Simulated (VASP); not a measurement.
# Sr (Pm-3m) in VASP: notebook

Sr is run at these levels: PBEsol; tasks: single point.

Program: VASP 6.6.1. These are calculated values, not measurements. Logs are shortened: lines on timing, memory, paths and dates and some standing lists are left out, and cuts for length are marked.

**1. The cell of the first run**

It takes space group Pm-3m (No. 221, cubic). The conventional cell has a = 3.775 Å, b = 3.775 Å, c = 3.775 Å, α = 90.00°, β = 90.00°, γ = 90.00°. Sr (site symmetry m-3m) has 6 Sr at 3.78 Å within 5.0 Å.

This isn't the form of Sr at room conditions, which is fcc.

**2. Single point, PBEsol**

Contents of INCAR:

```
SYSTEM = Sr
ALGO     = Normal         ! electronic algorithm
EDIFF    = 1E-7           ! SCF threshold, eV
ENCUT    = 520            ! plane-wave cutoff, eV
GGA      = PS             ! functional
ISIF     = 2              ! what is computed and relaxed
ISMEAR   = -1             ! smearing method
LASPH    = .True.         ! aspherical terms in the spheres
LCHARG   = .True.         ! write CHGCAR
LELF     = .True.         ! ELF
LREAL    = .False.        ! projectors in reciprocal space
LVHAR    = .True.       
LWAVE    = .False.        ! write WAVECAR
NBANDS   = 11             ! bands
NELM     = 60             ! most SCF steps
PREC     = Accurate       ! precision mode
SIGMA    = 0.1            ! smearing width, eV
```

Contents of KPOINTS:

```
k-points
0
Gamma
  8 8 8
  0 0 0
```

Contents of POSCAR:

```
Sr
1.0
    3.7754641562      0.0000000000      0.0000000000
    0.0000000000      3.7754641562      0.0000000000
    0.0000000000      0.0000000000      3.7754641562
Sr
1
Direct
    0.0000000000      0.0000000000      0.0000000000
```

Potentials or basis: VASP PAW PBE potentials, release 64 (Sr_sv).

Run with:

```sh
> cat potpaw_PBE.64/Sr_sv/POTCAR > POTCAR
> mpirun -np 1 vasp_std > vasp.out
```

OUTCAR:

```text
SYSTEM = Sr
   EDIFF = 1E-7
   ENCUT = 520
   GGA = PS
   ISIF = 2
   ISMEAR = -1
   LASPH = .True.
   LREAL = .False.
   NELM = 60
   PREC = Accurate

 ion  position               nearest neighbor table
   1  0.000  0.000  0.000-

  LATTYP: Found a simple cubic cell.
 ALAT       =     3.7754641562

  Lattice vectors:

 A1 = (   3.7754641562,   0.0000000000,   0.0000000000)
 A2 = (   0.0000000000,   3.7754641562,   0.0000000000)
 A3 = (   0.0000000000,   0.0000000000,   3.7754641562)

Analysis of symmetry for initial positions (statically):
=====================================================================
 Subroutine PRICEL returns:
 Original cell was already a primitive cell.

 Routine SETGRP: Setting up the symmetry group for a
 simple cubic supercell.

 Subroutine GETGRP returns: Found 48 space group operations
 (whereof 48 operations were pure point group operations)
 out of a pool of 48 trial point group operations.

The static configuration has the point symmetry O_h .

Analysis of symmetry for dynamics (positions and initial velocities):
=====================================================================
 Subroutine PRICEL returns:
 Original cell was already a primitive cell.

 Routine SETGRP: Setting up the symmetry group for a
 simple cubic supercell.

 Subroutine GETGRP returns: Found 48 space group operations
 (whereof 48 operations were pure point group operations)
 out of a pool of 48 trial point group operations.

The dynamic configuration has the point symmetry O_h .

 Subroutine INISYM returns: Found 48 space group operations
 (whereof 48 operations are pure point group operations),
 and found     1 'primitive' translations

----------------------------------------------------------------------------------------

                                     Primitive cell

  volume of cell :      53.8160

  direct lattice vectors                    reciprocal lattice vectors
     3.775464156  0.000000000  0.000000000     0.264868095  0.000000000  0.000000000
     0.000000000  3.775464156  0.000000000     0.000000000  0.264868095  0.000000000
     0.000000000  0.000000000  3.775464156     0.000000000  0.000000000  0.264868095

  length of vectors
     3.775464156  3.775464156  3.775464156     0.264868095  0.264868095  0.264868095

  position of ions in fractional coordinates (direct lattice)
     0.000000000  0.000000000  0.000000000

  ion indices of the primitive-cell ions
   primitive index   ion index
                 1           1

----------------------------------------------------------------------------------------

 KPOINTS: k-points

Automatic generation of k-mesh.
 Grid dimensions read from file:
 generate k-points for:    8    8    8

 Generating k-lattice:

  Cartesian coordinates                     Fractional coordinates (reciprocal lattice)
     0.033108512  0.000000000  0.000000000     0.125000000  0.000000000  0.000000000
     0.000000000  0.033108512  0.000000000     0.000000000  0.125000000  0.000000000
     0.000000000  0.000000000  0.033108512     0.000000000  0.000000000  0.125000000

  Length of vectors
     0.033108512  0.033108512  0.033108512

  Shift w.r.t. Gamma in fractional coordinates (k-lattice)
     0.000000000  0.000000000  0.000000000

 Subroutine IBZKPT returns following result:
 ===========================================

 Found     35 irreducible k-points:

 Following reciprocal coordinates:
            Coordinates               Weight
  0.000000  0.000000  0.000000      1.000000
  0.125000  0.000000  0.000000      6.000000
  0.250000  0.000000  0.000000      6.000000
  0.375000  0.000000  0.000000      6.000000
  0.500000  0.000000  0.000000      3.000000
  0.125000  0.125000  0.000000     12.000000
[... 16 lines left out ...]
  0.375000  0.375000  0.125000     24.000000
  0.500000  0.375000  0.125000     24.000000
 [... further k-points ...]
   k-points           NKPTS =     35   k-points in BZ     NKDIM =     35   number of bands    NBANDS=     11
   number of dos      NEDOS =    301   number of ions     NIONS =      1
   total plane-waves  NPLWV =  21952
   dimension x,y,z NGX =    28 NGY =   28 NGZ =   28
   dimension x,y,z NGXF=    56 NGYF=   56 NGZF=   56
   ions per type =               1
   NGX,Y,Z   is equivalent  to a cutoff of  12.33, 12.33, 12.33 a.u.
   NGXF,Y,Z  is equivalent  to a cutoff of  24.66, 24.66, 24.66 a.u.
 SYSTEM =  Sr
   PREC   = accura    normal or accurate (medium, high low for compatibility)
   ISTART =      0    job   : 0-new  1-cont  2-samecut
   ICHARG =      2    charge: 1-file 2-atom 10-const
   ISPIN  =      1    spin polarized calculation?
   LNONCOLLINEAR =      F non collinear calculations
   LSORBIT =      F    spin-orbit coupling
   LASPH  =      T    aspherical Exc in radial PAW
   ENCUT  =  520.0 eV  38.22 Ry    6.18 a.u.   7.02  7.02  7.02*2*pi/ulx,y,z
   NELM   =     60;   NELMIN=  2; NELMDL= -5     # of ELM steps
   EDIFF  = 0.1E-06   stopping-criterion for ELM
   LREAL  =      F    real-space projection
   EDIFFG = 0.1E-05   stopping-criterion for IOM
   NSW    =      0    number of steps for IOM
   IBRION =     -1    ionic relax: 0-MD 1-quasi-New 2-CG
   NFREE  =      0    steps in history (QN), initial steepest desc. (CG)
   ISIF   =      2    stress and relaxation
   ISYM   =      2    0-nonsym 1-usesym 2-fastsym
   POTIM  = 0.5000    time-step for ionic-motion
   TEBEG  =    0.0;   TEEND  =   0.0 temperature during run
   PSTRESS=    0.0 pullay stress
   NELECT =      10.0000    total number of electrons
   NUPDOWN=      -1.0000    fix difference up-down
   EMIN   =  10.00;   EMAX   =-10.00  energy-range for DOS
   EFERMI =   0.00;   METHOD = LEGACY
   ISMEAR =    -1;   SIGMA  =   0.10  broadening in eV -4-tet -1-fermi 0-gaus
   EFERMI_NEDOS =   21; number of points for ismear=-14 and -15
   IALGO  =     38    algorithm
   IMIX   =      4    mixing-type and parameters
     AMIX     =   0.40;   BMIX     =  1.00
     AMIX_MAG =   1.60;   BMIX_MAG =  1.00
  volume/ion in A,a.u.               =      53.82       363.17
  Fermi-wavevector in a.u.,A,eV,Ry     =   0.934196  1.765374 11.874096  0.872721
  Thomas-Fermi vector in A             =   2.060975
   LORBIT       =      0    0 simple, 1 ext, 2 COOP (PROOUT), +10 PAW based schemes
   GGA     = PS    functional components
   LHFCALC =     F    Hartree Fock is set to
   AEXX    =    0.0000 exact exchange contribution
   IVDW    =     0    specifies the selected vdW correction
   LEPSILON=     F    determine dielectric tensor
   LRPA    =     F    only Hartree local field effects (RPA)
 non-spin polarized calculation
  energy-cutoff  :      520.00
  volume of cell :       53.82
 maximum number of plane-waves:      1472
   NGX = 15   NGY = 15   NGZ = 15

 number of electron      10.0000000 magnetization

 Free energy of the ion-electron system (eV)
  ---------------------------------------------------
  ext. energy  EPLUGINS =         0.00000000
  ---------------------------------------------------
  free energy    TOTEN  =        -1.47189656 eV

  energy without entropy =       -1.43226323  energy(sigma->0) =       -1.45207989

 E-fermi :   1.3724     XC(G=0):  -7.4852

 val. band max:        1.3382704455   @ k =   0.5000   0.2500   0.1250
 cond. band min:       1.4843149147   @ k =   0.3750   0.3750   0.3750
 fundamental gap:      0.1460444692
 Fermi energy:         1.3724462573

 k-point     1 :       0.0000    0.0000    0.0000
  band No.  band energies     occupation
      1     -35.2405      2.00000
      2     -17.0862      2.00000
      3     -17.0862      2.00000
      4     -17.0862      2.00000
      5      -2.0729      2.00000
      6       2.0935      0.00148
      7       2.0935      0.00148
      8       6.5955      0.00000
      9       6.5955      0.00000
     10       6.5955      0.00000
     11       9.1150      0.00000

 k-point     2 :       0.1250    0.0000    0.0000
  band No.  band energies     occupation
      1     -35.2371      2.00000
      2     -17.1379      2.00000
      3     -17.0819      2.00000
      4     -17.0819      2.00000
      5      -1.8585      2.00000
      6       2.1692      0.00069
      7       2.2004      0.00051
      8       6.1170      0.00000
      9       6.1170      0.00000
     10       6.6249      0.00000
     11       8.2151      0.00000

 k-point     3 :       0.2500    0.0000    0.0000
  band No.  band energies     occupation
      1     -35.2289      2.00000
      2     -17.2600      2.00000
      3     -17.0714      2.00000
      4     -17.0714      2.00000
      5      -1.2675      2.00000
      6       2.2858      0.00022
      7       2.3662      0.00010
      8       5.3537      0.00000
      9       5.3537      0.00000
     10       6.6974      0.00000
     11       7.2815      0.00000

 k-point     4 :       0.3750    0.0000    0.0000
  band No.  band energies     occupation
      1     -35.2206      2.00000
      2     -17.3785      2.00000
      3     -17.0608      2.00000
      4     -17.0608      2.00000
      5      -0.4385      2.00000
      6       1.8578      0.01549
      7       2.5887      0.00001
      8       4.8065      0.00000
      9       4.8065      0.00000
     10       6.7724      0.00000
     11       7.4412      0.00000
[... 239 lines left out ...]
 k-point    22 :       0.5000    0.2500    0.1250
  band No.  band energies     occupation
      1     -35.2025      2.00000
      2     -17.3977      2.00000
      3     -17.2169      2.00000
      4     -17.0903      2.00000
      5       1.1745      1.75726
      6       1.3383      1.16924
      7       3.4267      0.00000
      8       3.5594      0.00000
      9       5.2736      0.00000
     10       5.3336      0.00000
     11       8.0448      0.00000

 k-point    23 :       0.3750    0.3750    0.1250
  band No.  band energies     occupation
      1     -35.1978      2.00000
      2     -17.3380      2.00000
      3     -17.3333      2.00000
      4     -17.0840      2.00000
      5       0.8698      1.98696
      6       2.0983      0.00141
      7       3.3200      0.00000
      8       3.7991      0.00000
      9       5.0665      0.00000
     10       5.2429      0.00000
     11       8.1972      0.00000

 k-point    24 :       0.5000    0.3750    0.1250
  band No.  band energies     occupation
      1     -35.1945      2.00000
      2     -17.3817      2.00000
      3     -17.3293      2.00000
      4     -17.0795      2.00000
      5       1.0463      1.92613
      6       2.1004      0.00138
      7       3.3857      0.00000
      8       3.6069      0.00000
      9       5.2302      0.00000
     10       5.4867      0.00000
     11       7.9529      0.00000

 [... further k-points ...]

------------------------ aborting loop because EDIFF is reached ----------------------------------------

  FORCE on cell =-STRESS in cart. coord.  units (eV):
  Direction    XX          YY          ZZ          XY          YZ          ZX
  --------------------------------------------------------------------------------------
  -------------------------------------------------------------------------------------
  Total        0.0175725      0.0175725      0.0175725      0.0000000      0.0000000     -0.0000000
  in kB        0.5231594      0.5231594      0.5231594      0.0000000      0.0000000     -0.0000000
  external PRESSURE =       0.5231594 kB  Pullay stress =       0.0000000 kB

 VOLUME and BASIS-vectors are now :
 -----------------------------------------------------------------------------
  energy-cutoff  :      520.00
  volume of cell :       53.82
      direct lattice vectors                 reciprocal lattice vectors
     3.775464156  0.000000000  0.000000000     0.264868095  0.000000000  0.000000000
     0.000000000  3.775464156  0.000000000     0.000000000  0.264868095  0.000000000
     0.000000000  0.000000000  3.775464156     0.000000000  0.000000000  0.264868095

 POSITION                                       TOTAL-FORCE (eV/Angst)
 -----------------------------------------------------------------------------------
      0.00000      0.00000      0.00000         0.000000      0.000000      0.000000
 -----------------------------------------------------------------------------------
    total drift:                               -0.000000      0.000000     -0.000000

  FREE ENERGIE OF THE ION-ELECTRON SYSTEM (eV)
  ---------------------------------------------------
  free  energy   TOTEN  =        -1.4718965625 eV

  energy  without entropy=       -1.4322632274  energy(sigma->0) =       -1.45207989
```

It took 26 s on 1 thread of Intel Xeon 8259CL, shared host; peak memory 0.16 GiB.

What came out:

* Free energy: -1.4719 eV
* Pressure: 0.1 GPa
* Band gap on the k mesh: zero (bands 5 and 6 overlap by 0.81 eV)

Caveat: the PAW data sets were made with another functional, which shifts forces and pressure a little.

**3. Single point, PBEsol (47.36 Å³/atom)**

This run uses another cell than the first one, of 47.36 Å³/atom.

Contents of INCAR:

```
SYSTEM = Sr
ALGO = Normal
EDIFF = 1E-6
ENCUT = 520
GGA = PS
ISIF = 2
ISMEAR = -1
LASPH = .True.
LCHARG = .False.
LREAL = .False.
LWAVE = .False.
NBANDS = 11
NELM = 60
PREC = Accurate
SIGMA = 0.1
```

Contents of KPOINTS:

```
k-points
0
Gamma
  10 10 10
  0 0 0
```

Contents of POSCAR:

```
Sr
1.0
    3.6179667855      0.0000000000      0.0000000000
    0.0000000000      3.6179667855      0.0000000000
    0.0000000000      0.0000000000      3.6179667855
Sr
1
Direct
    0.0000000000      0.0000000000      0.0000000000
```

Potentials or basis: VASP PAW PBE potentials, release 64 (Sr_sv).

Run with:

```sh
> cat potpaw_PBE.64/Sr_sv/POTCAR > POTCAR
> mpirun -np 1 vasp_std > vasp.out
```

Run time: 34 s. Hardware: 1 thread of Intel Xeon 8259CL, shared host; peak memory 0.17 GiB.

Results (log left out):

```yaml
Free_energy: -1.4514 eV
Pressure: 1.2 GPa
Band_gap_on_the_k_mesh: zero (bands 5 and 6 overlap by 0.62 eV)
```

Levels at points of the mesh, in eV from the Fermi level:
| k point | band 1 | band 2 | band 3 | band 4 | band 5 | band 6 | band 7 | band 8 | band 9 | band 10 |
| --- | --- | --- | --- | --- | --- | --- | --- | --- | --- | --- |
| (0.00, 0.00, 0.00) | -36.47 | -18.25 | -18.25 | -18.25 | -3.61 | 0.63 | 0.63 | 5.75 | 5.75 | 5.75 |
| (0.50, 0.00, 0.00) | -36.43 | -18.76 | -18.21 | -18.21 | -1.15 | 0.06 | 1.31 | 3.45 | 3.45 | 6.00 |
| (0.50, 0.50, 0.00) | -36.39 | -18.68 | -18.68 | -18.16 | -0.77 | 0.93 | 2.97 | 2.97 | 3.99 | 3.99 |
| (0.50, 0.50, 0.50) | -36.35 | -18.62 | -18.62 | -18.62 | 0.42 | 0.42 | 0.42 | 4.83 | 6.44 | 6.44 |

Caveat: the PAW data sets were made with another functional, which shifts forces and pressure a little.

**4. Single point, PBEsol (49.51 Å³/atom)**

This run uses another cell than the first one, of 49.51 Å³/atom.

Contents of INCAR:

```
  PREC = Accurate
  ENCUT = 520
  EDIFF = 1E-7
  ISMEAR = -1
  SIGMA = 0.1
  LREAL = F
  LASPH = T
  NELM = 80
  ALGO = Normal
  ISIF = 2
  LWAVE = F
  LCHARG = T
  GGA = PS
  LELF = T
  LVHAR = T
  NBANDS = 11
```

Contents of KPOINTS:

```
Automatic mesh
0
Gamma
  10 10 10
```

Contents of POSCAR:

```
Sr
1.0
    3.6719742521      0.0000000000      0.0000000000
    0.0000000000      3.6719742521      0.0000000000
    0.0000000000      0.0000000000      3.6719742521
Sr
1
Direct
    0.0000000000      0.0000000000      0.0000000000
```

Run with:

```sh
> cat potpaw_PBE.64/Sr_sv/POTCAR > POTCAR
> mpirun -np 1 vasp_std > vasp.out
```

It took 39 s on 1 thread of Intel Xeon 8259CL, shared host; peak memory 0.17 GiB.

Results (log left out):

```yaml
Free_energy: -1.4637 eV
Pressure: 0.7 GPa
Band_gap_on_the_k_mesh: zero (bands 5 and 6 overlap by 0.66 eV)
```

Levels at points of the mesh, in eV from the Fermi level:
```
           k point  band 2  band 3  band 4  band 5  band 6  band 7  band 8  band 9
(0.00, 0.00, 0.00)  -18.34  -18.34  -18.34   -3.57    0.65    0.65    5.54    5.54
(0.50, 0.00, 0.00)  -18.78  -18.30  -18.30   -1.18    0.00    1.30    3.36    3.36
(0.50, 0.50, 0.00)  -18.72  -18.72  -18.26   -0.69    0.87    2.79    2.79    3.87
(0.50, 0.50, 0.50)  -18.66  -18.66  -18.66    0.45    0.45    0.45    4.76    6.09
```

Caveat: the PAW data sets were made with another functional, which shifts forces and pressure a little.

**5. Single point, PBEsol (51.66 Å³/atom)**

This run uses another cell than the first one, of 51.66 Å³/atom.

Contents of INCAR:

```
PREC = Accurate
ENCUT = 520
EDIFF = 1E-7
ISMEAR = -1
SIGMA = 0.1
LREAL = F
LASPH = T
NELM = 100
ALGO = Normal
ISIF = 2
LWAVE = F
LCHARG = F
GGA = PS
NBANDS = 11
```

KPOINTS is that of step 4.

Contents of POSCAR:

```
Sr
1.0
    3.7244381153      0.0000000000      0.0000000000
    0.0000000000      3.7244381153      0.0000000000
    0.0000000000      0.0000000000      3.7244381153
Sr
1
Direct
    0.0000000000      0.0000000000      0.0000000000
```

Run with:

```sh
> cat potpaw_PBE.64/Sr_sv/POTCAR > POTCAR
> mpirun -np 1 vasp_std > vasp.out
```

Wall time 40 s (1 thread of Intel Xeon 8259CL, shared host); peak memory 0.17 GiB.

It converged, with:

```yaml
Free_energy: -1.4701 eV
Pressure: 0.3 GPa
Band_gap_on_the_k_mesh: zero (bands 5 and 6 overlap by 0.70 eV)
```

Levels at points of the mesh, in eV from the Fermi level:
```csv
k point,band 3,band 4,band 5,band 6,band 7,band 8
"(0.00, 0.00, 0.00)",-18.42,-18.42,-3.53,0.67,0.67,5.36
"(0.50, 0.00, 0.00)",-18.39,-18.39,-1.21,-0.06,1.29,3.28
"(0.50, 0.50, 0.00)",-18.76,-18.36,-0.62,0.81,2.62,2.62
"(0.50, 0.50, 0.50)",-18.71,-18.71,0.48,0.48,0.48,4.70
```

Caveat: the PAW data sets were made with another functional, which shifts forces and pressure a little.

**6. Single point, PBEsol (53.82 Å³/atom)**

Contents of INCAR:

```
  ALGO = Normal
  EDIFF = 1E-6
  ENCUT = 520
  GGA = PS
  ISIF = 2
  ISMEAR = -1
  LASPH = True
  LCHARG = False
  LREAL = False
  LWAVE = False
  NBANDS = 11
  NELM = 60
  PREC = Accurate
  SIGMA = 0.1
```

Contents of KPOINTS:

```
k-points
0
Gamma
  10 10 10
```

Contents of POSCAR:

```
Sr
1.0
    3.7754641562      0.0000000000      0.0000000000
    0.0000000000      3.7754641562      0.0000000000
    0.0000000000      0.0000000000      3.7754641562
Sr
1
Direct
    0.0000000000      0.0000000000      0.0000000000
```

Potentials or basis: VASP PAW PBE potentials, release 64 (Sr_sv).

Run with:

```sh
> cat potpaw_PBE.64/Sr_sv/POTCAR > POTCAR
> mpirun -np 1 vasp_std > vasp.out
```

It took 25 s on 1 thread of Intel Xeon 8259CL, shared host; peak memory 0.17 GiB.

Results (log left out):

```
Free energy            : -1.4718 eV
Pressure               : 0.0 GPa
Band gap on the k mesh : zero (bands 5 and 6 overlap by 0.74 eV)
```

Levels at points of the mesh, in eV from the Fermi level:
| k point | band 3 | band 4 | band 5 | band 6 | band 7 | band 8 |
| --- | --- | --- | --- | --- | --- | --- |
| (0.00, 0.00, 0.00) | -18.50 | -18.50 | -3.48 | 0.68 | 0.68 | 5.18 |
| (0.50, 0.00, 0.00) | -18.47 | -18.47 | -1.22 | -0.10 | 1.28 | 3.20 |
| (0.50, 0.50, 0.00) | -18.79 | -18.44 | -0.55 | 0.76 | 2.48 | 2.48 |
| (0.50, 0.50, 0.50) | -18.75 | -18.75 | 0.52 | 0.52 | 0.52 | 4.64 |

Caveat: the PAW data sets were made with another functional, which shifts forces and pressure a little.

**7. Overview**

| cell | k mesh | gap on the mesh (eV) | pressure (GPa) |
| --- | --- | --- | --- |
| a = 3.775 Å, 1 atom | 8 × 8 × 8 | none | 0.1 |
| a = 3.618 Å, 1 atom | 10 × 10 × 10 | none | 1.2 |
| a = 3.672 Å, 1 atom | 10 × 10 × 10 | none | 0.7 |
| a = 3.724 Å, 1 atom | 10 × 10 × 10 | none | 0.3 |
| a = 3.775 Å, 1 atom | 10 × 10 × 10 | none | 0.0 |

Alike in all rows: task single point; level PBEsol; potentials or basis VASP PAW PBE potentials, release 64 (Sr_sv); no spin polarisation; cutoff (eV) 520; smearing fermi-dirac 0.1 eV.

Caveats: the PAW data sets were made with another functional, which shifts forces and pressure a little.

Total energies depend on the potentials used, so only differences within one code and one set of settings carry meaning.
